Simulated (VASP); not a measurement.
# W3C in VASP: relaxation of the atoms with LDA

Aim: the relaxation of the atoms of W3C with LDA.

All numbers are computed with VASP 6.6.1; they aren't measurements. Logs are shortened: lines on timing, memory, paths and dates and some standing lists are left out, and cuts for length are marked.

## Step 1: The cell of the first run

The cell holds a slab with vacuum, 4 atoms: a = 2.809 Å, b = 2.809 Å, c = 19.357 Å, α = 90.00°, β = 90.00°, γ = 90.00°.

## Step 2: Relaxation of the atoms, LDA

INCAR reads:

```
PREC = Accurate ; ENCUT = 520
EDIFF = 1E-7 ; ISMEAR = 0
SIGMA = 0.1 ; LREAL = F
LASPH = T ; NELM = 80
ALGO = Normal ; ISIF = 2
LWAVE = F ; LCHARG = F
LDIPOL = T ; IDIPOL = 3
DIPOL = 0.5 0.5 0.350 ; IBRION = 2
NSW = 36 ; EDIFFG = -0.025
```

KPOINTS reads:

```
Automatic mesh
0
Gamma
  9 9 1
```

POSCAR reads:

```
W3C
1.0
    2.8093052381      0.0000000000      0.0000000000
    0.0000000000      2.8093052381      0.0000000000
    0.0000000000      0.0000000000     19.3572602846
W C
3 1
Selective dynamics
Direct
    0.5000000000      0.5000000000      0.2066408129  F F F
    0.0000000000      0.0000000000      0.3062710168  F F F
    0.5000000000      0.5000000000      0.4059076630  F F F
    0.5000000000      1.0000000000      0.4802983557  F F T
```

Potentials or basis: VASP PAW LDA potentials, release 64 (W_sv, C).

On the command line:

```
$ cat potpaw_LDA.64/W_sv/POTCAR potpaw_LDA.64/C/POTCAR > POTCAR
$ mpirun -np 1 vasp_std > vasp.out
```

OUTCAR:

```text
PREC = Accurate
   ENCUT = 520
   EDIFF = 1E-7
   ISMEAR = 0
   LREAL = F
   LASPH = T
   NELM = 80
   ISIF = 2
   IBRION = 2
   NSW = 36
   EDIFFG = -0.025

 ion  position               nearest neighbor table
   1  0.500  0.500  0.207-   2 2.77   2 2.77   2 2.77   2 2.77
   2  0.000  0.000  0.306-   1 2.77   1 2.77   1 2.77   1 2.77   3 2.77   3 2.77   3 2.77   3 2.77

   3  0.500  0.500  0.406-   4 2.01   4 2.01   2 2.77   2 2.77   2 2.77   2 2.77
   4  0.500  0.000  0.480-   3 2.01   3 2.01

  LATTYP: Found a simple tetragonal cell.
 ALAT       =     2.8093052381
 C/A-ratio  =     6.8904083551

  Lattice vectors:

 A1 = (   2.8093052381,   0.0000000000,   0.0000000000)
 A2 = (   0.0000000000,   2.8093052381,   0.0000000000)
 A3 = (   0.0000000000,   0.0000000000,  19.3572602846)

Analysis of symmetry for initial positions (statically):
=====================================================================
 Subroutine PRICEL returns:
 Original cell was already a primitive cell.

 Routine SETGRP: Setting up the symmetry group for a
 simple tetragonal supercell.

 Subroutine GETGRP returns: Found  4 space group operations
 (whereof  4 operations were pure point group operations)
 out of a pool of 16 trial point group operations.

The static configuration has the point symmetry C_2v.

Analysis of symmetry for dynamics (positions and initial velocities):
=====================================================================
 Subroutine PRICEL returns:
 Original cell was already a primitive cell.

 Routine SETGRP: Setting up the symmetry group for a
 simple tetragonal supercell.

 Subroutine GETGRP returns: Found  4 space group operations
 (whereof  4 operations were pure point group operations)
 out of a pool of 16 trial point group operations.

The dynamic configuration has the point symmetry C_2v.

Analysis of constrained symmetry for selective dynamics:
=====================================================================
 Subroutine PRICEL returns:
 Original cell was already a primitive cell.

 Routine SETGRP: Setting up the symmetry group for a
 simple tetragonal supercell.

 Subroutine GETGRP returns: Found  4 space group operations
 (whereof  4 operations were pure point group operations)
 out of a pool of 16 trial point group operations.

The constrained configuration has the point symmetry C_2v.

 Subroutine INISYM returns: Found  4 space group operations
 (whereof  4 operations are pure point group operations),
 and found     1 'primitive' translations

----------------------------------------------------------------------------------------

                                     Primitive cell

  volume of cell :     152.7713

  direct lattice vectors                    reciprocal lattice vectors
     2.809305238  0.000000000  0.000000000     0.355959896  0.000000000  0.000000000
     0.000000000  2.809305238  0.000000000     0.000000000  0.355959896  0.000000000
     0.000000000  0.000000000 19.357260285     0.000000000  0.000000000  0.051660203

  length of vectors
     2.809305238  2.809305238 19.357260285     0.355959896  0.355959896  0.051660203

  position of ions in fractional coordinates (direct lattice)
     0.500000000  0.500000000  0.206640813
     0.000000000  0.000000000  0.306271017
     0.500000000  0.500000000  0.405907663
     0.500000000  0.000000000  0.480298356

  ion indices of the primitive-cell ions
   primitive index   ion index
                 1           1
                 2           2
                 3           3
                 4           4

----------------------------------------------------------------------------------------

 KPOINTS: Automatic mesh

Automatic generation of k-mesh.
 Grid dimensions read from file:
 generate k-points for:    9    9    1

 Generating k-lattice:

  Cartesian coordinates                     Fractional coordinates (reciprocal lattice)
     0.039551100  0.000000000  0.000000000     0.111111111  0.000000000  0.000000000
     0.000000000  0.039551100  0.000000000     0.000000000  0.111111111  0.000000000
     0.000000000  0.000000000  0.051660203     0.000000000  0.000000000  1.000000000

  Length of vectors
     0.039551100  0.039551100  0.051660203

  Shift w.r.t. Gamma in fractional coordinates (k-lattice)
     0.000000000  0.000000000  0.000000000

 Subroutine IBZKPT returns following result:
 ===========================================

 Found     25 irreducible k-points:

 Following reciprocal coordinates:
            Coordinates               Weight
  0.000000  0.000000  0.000000      1.000000
  0.111111  0.000000  0.000000      2.000000
  0.000000  0.111111  0.000000      2.000000
  0.222222  0.000000  0.000000      2.000000
  0.000000  0.222222  0.000000      2.000000
  0.333333  0.000000  0.000000      2.000000
[... 16 lines left out ...]
  0.444444  0.333333  0.000000      4.000000
 -0.333333  0.444444  0.000000      4.000000
   k-points           NKPTS =     25   k-points in BZ     NKDIM =     25   number of bands    NBANDS=     27
   number of dos      NEDOS =    301   number of ions     NIONS =      4
   total plane-waves  NPLWV =  82944
   dimension x,y,z NGX =    24 NGY =   24 NGZ =  144
   dimension x,y,z NGXF=    48 NGYF=   48 NGZF=  288
   ions per type =               3   1
   NGX,Y,Z   is equivalent  to a cutoff of  14.20, 14.20, 12.37 a.u.
   NGXF,Y,Z  is equivalent  to a cutoff of  28.40, 28.40, 24.73 a.u.
 SYSTEM =  unknown system
   PREC   = accura    normal or accurate (medium, high low for compatibility)
   ISTART =      0    job   : 0-new  1-cont  2-samecut
   ICHARG =      2    charge: 1-file 2-atom 10-const
   ISPIN  =      1    spin polarized calculation?
   LNONCOLLINEAR =      F non collinear calculations
   LSORBIT =      F    spin-orbit coupling
   LASPH  =      T    aspherical Exc in radial PAW
   ENCUT  =  520.0 eV  38.22 Ry    6.18 a.u.   5.22  5.22 35.99*2*pi/ulx,y,z
   NELM   =     80;   NELMIN=  2; NELMDL= -5     # of ELM steps
   EDIFF  = 0.1E-06   stopping-criterion for ELM
   LREAL  =      F    real-space projection
   EDIFFG = -.3E-01   stopping-criterion for IOM
   NSW    =     36    number of steps for IOM
   IBRION =      2    ionic relax: 0-MD 1-quasi-New 2-CG
   NFREE  =      1    steps in history (QN), initial steepest desc. (CG)
   ISIF   =      2    stress and relaxation
   ISYM   =      2    0-nonsym 1-usesym 2-fastsym
   POTIM  = 0.5000    time-step for ionic-motion
   TEBEG  =    0.0;   TEEND  =   0.0 temperature during run
   PSTRESS=    0.0 pullay stress
   NELECT =      46.0000    total number of electrons
   NUPDOWN=      -1.0000    fix difference up-down
   EMIN   =  10.00;   EMAX   =-10.00  energy-range for DOS
   EFERMI =   0.00;   METHOD = LEGACY
   ISMEAR =     0;   SIGMA  =   0.10  broadening in eV -4-tet -1-fermi 0-gaus
   EFERMI_NEDOS =   21; number of points for ismear=-14 and -15
   IALGO  =     38    algorithm
   IMIX   =      4    mixing-type and parameters
     AMIX     =   0.40;   BMIX     =  1.00
     AMIX_MAG =   1.60;   BMIX_MAG =  1.00
  volume/ion in A,a.u.               =      38.19       257.74
  Fermi-wavevector in a.u.,A,eV,Ry     =   1.097270  2.073540 16.381436  1.204002
  Thomas-Fermi vector in A             =   2.233627
   LORBIT       =      0    0 simple, 1 ext, 2 COOP (PROOUT), +10 PAW based schemes
   GGA     = CA    functional components
   LHFCALC =     F    Hartree Fock is set to
   AEXX    =    0.0000 exact exchange contribution
   IVDW    =     0    specifies the selected vdW correction
   LEPSILON=     F    determine dielectric tensor
   LRPA    =     F    only Hartree local field effects (RPA)
 conjugate gradient relaxation of ions
 non-spin polarized calculation
 Gauss-broadening in eV      SIGMA  =   0.10
  energy-cutoff  :      520.00
  volume of cell :      152.77
 maximum number of plane-waves:      4159
 NGX is ok and might be reduce to    24
   NGX = 11   NGY = 11   NGZ = 71

 dipolmoment           0.000000      0.000000     -0.324347 electrons x Angstroem

--------------------------------------- Ionic step        1  -------------------------------------------

 number of electron      46.0000006 magnetization

 Free energy of the ion-electron system (eV)
  ---------------------------------------------------
  ext. energy  EPLUGINS =         0.00000000
  ---------------------------------------------------
  free energy    TOTEN  =       -45.29877446 eV

  energy without entropy =      -45.27256233  energy(sigma->0) =      -45.28566839

------------------------ aborting loop because EDIFF is reached ----------------------------------------

  FORCE on cell =-STRESS in cart. coord.  units (eV):
  Direction    XX          YY          ZZ          XY          YZ          ZX
  --------------------------------------------------------------------------------------
  -------------------------------------------------------------------------------------
  Total       -0.1360555     -2.5325298     -1.4611539      0.0000000      0.0000000      0.0000000
  in kB       -1.4268715    -26.5597141    -15.3237409      0.0000000      0.0000000      0.0000000
  external PRESSURE =     -14.4367755 kB  Pullay stress =       0.0000000 kB

 VOLUME and BASIS-vectors are now :
 -----------------------------------------------------------------------------
  energy-cutoff  :      520.00
  volume of cell :      152.77
      direct lattice vectors                 reciprocal lattice vectors
     2.809305238  0.000000000  0.000000000     0.355959896  0.000000000  0.000000000
     0.000000000  2.809305238  0.000000000     0.000000000  0.355959896  0.000000000
     0.000000000  0.000000000 19.357260285     0.000000000  0.000000000  0.051660203
[... 39 lines left out ...]
 POSITION                                       TOTAL-FORCE (eV/Angst)
 -----------------------------------------------------------------------------------
      1.40465      1.40465      4.00000         0.000000      0.000000     -0.368058
      0.00000      0.00000      5.92857         0.000000      0.000000     -0.183272
      1.40465      1.40465      7.85726         0.000000      0.000000      1.159966
      1.40465      0.00000      9.20495         0.000000      0.000000     -0.608636
 -----------------------------------------------------------------------------------
    total drift:                                0.000000     -0.000000      0.000089

  FREE ENERGIE OF THE ION-ELECTRON SYSTEM (eV)
  ---------------------------------------------------
  free  energy   TOTEN  =       -45.4190701637 eV

  energy  without entropy=      -45.3969206978  energy(sigma->0) =      -45.40799543

--------------------------------------- Ionic step        3  -------------------------------------------

 number of electron      46.0000006 magnetization

 dipolmoment           0.000000      0.000000      0.075868 electrons x Angstroem

 Free energy of the ion-electron system (eV)
  ---------------------------------------------------
  ext. energy  EPLUGINS =         0.00000000
  ---------------------------------------------------
  free energy    TOTEN  =       -45.42940924 eV

  energy without entropy =      -45.40787989  energy(sigma->0) =      -45.41864456

 E-fermi :   0.0782     XC(G=0):  -5.8793

 val. band max:        0.0392754838   @ k =   0.1111   0.1111   0.0000
 cond. band min:       0.0880282970   @ k =   0.3333   0.3333   0.0000
 fundamental gap:      0.0487528133
 Fermi energy:         0.0782219419

 k-point     1 :       0.0000    0.0000    0.0000
  band No.  band energies     occupation
      1     -73.2965      2.00000
      2     -73.0313      2.00000
      3     -72.8219      2.00000
      4     -38.1934      2.00000
      5     -37.7041      2.00000
      6     -37.4586      2.00000
[... 19 lines left out ...]
     26       1.7082      0.00000
     27       2.9835      0.00000
[... 667 lines left out ...]
      5     -38.1240      2.00000
      6     -38.0551      2.00000
[... 19 lines left out ...]
     26       1.8127      0.00000
     27       2.2427      0.00000

 [... further k-points ...]

------------------------ aborting loop because EDIFF is reached ----------------------------------------

 vacuum level on the upper side and lower side of the slab       (xc-potential included)         0.723        -0.989

  FORCE on cell =-STRESS in cart. coord.  units (eV):
  Direction    XX          YY          ZZ          XY          YZ          ZX
  --------------------------------------------------------------------------------------
  -------------------------------------------------------------------------------------
  Total        1.3689783     -0.1728648      1.9668629      0.0000000      0.0000000      0.0000000
  in kB       14.3570563     -1.8129061     20.6273260      0.0000000      0.0000000      0.0000000
  external PRESSURE =      11.0571587 kB  Pullay stress =       0.0000000 kB

 VOLUME and BASIS-vectors are now :
 -----------------------------------------------------------------------------
  energy-cutoff  :      520.00
  volume of cell :      152.77
      direct lattice vectors                 reciprocal lattice vectors
     2.809305238  0.000000000  0.000000000     0.355959896  0.000000000  0.000000000
     0.000000000  2.809305238  0.000000000     0.000000000  0.355959896  0.000000000
     0.000000000  0.000000000 19.357260285     0.000000000  0.000000000  0.051660203

 POSITION                                       TOTAL-FORCE (eV/Angst)
 -----------------------------------------------------------------------------------
      1.40465      1.40465      4.00000         0.000000      0.000000     -0.385324
      0.00000      0.00000      5.92857         0.000000      0.000000     -0.260775
      1.40465      1.40465      7.85726         0.000000      0.000000      0.634643
      1.40465      0.00000      9.17094         0.000000      0.000000      0.011456
 -----------------------------------------------------------------------------------
    total drift:                                0.000000     -0.000000      0.000087

  FREE ENERGIE OF THE ION-ELECTRON SYSTEM (eV)
  ---------------------------------------------------
  free  energy   TOTEN  =       -45.4294092374 eV

  energy  without entropy=      -45.4078798867  energy(sigma->0) =      -45.41864456

 reached required accuracy - stopping structural energy minimisation

 vacuum level on the upper side and lower side of the slab         6.512         4.745
```

It took 5.3 min on 1 thread of Intel Xeon Platinum 8259CL at 2.50GHz (Skylake/Cascade Lake), shared host; peak memory 0.27 GiB.

What came out:

```yaml
Free_energy: -45.4294 eV
Energy_gained_by_relaxing: 32.7 meV/atom
Ionic_steps: 3
Band_gap_on_the_k_mesh: zero (bands 23 and 24 overlap by 0.93 eV)
```

Step by step:
```tsv
step	energy change (eV)	largest force on free atoms (eV/Å)	pressure (GPa)
1	0.0000	1.9134	-1.44
2	-0.1203	0.6086	0.35
3	-0.1306	0.0115	1.11
```

Final structure:
```
W C
1.0
     2.80931    0.00000    0.00000
     0.00000    2.80931    0.00000
     0.00000    0.00000   19.35726
W C
3 1
Cartesian
  1.4047 1.4047 4.0000
  0.0000 0.0000 5.9286
  1.4047 1.4047 7.8573
  1.4047 0.0000 9.1709
```

Caveat: spin-orbit coupling is left out, which moves the levels of the heavy elements.

The gap in the log of VASP goes by the Fermi energy; the results here count the filled bands.